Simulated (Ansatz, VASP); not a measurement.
## Cr: VASP beside Ansatz

```xyz
1
Lattice="0.0000 1.7626 1.7626 1.7626 0.0000 1.7626 1.7626 1.7626 0.0000" Properties=species:S:1:pos:R:3 pbc="T T T"
Cr    0.0000    0.0000    0.0000
```

Alike in both runs: task single point; functional PBE; k mesh 17 × 17 × 17; occupations fermi-dirac, width 0.1 eV; no spin polarisation.

|  | VASP | Ansatz |
| --- | --- | --- |
| version | VASP 6.6.1 | Ansatz 0.2.0 |
| potentials or method | VASP PAW PBE potentials, release 64 (Cr_pv), cutoff 520 eV | plane waves (420 eV) with PAW, scalar-relativistic |
| valence electrons in the cell | 12 | 14 |

|  | VASP | Ansatz | Ansatz less VASP |
| --- | --- | --- | --- |
| pressure (GPa) | 22.8 | 23.3 | +0.53 |

VASP's potentials hold 12 valence electrons a cell and Ansatz's 14, so a difference there can come from the potentials and not from the codes.
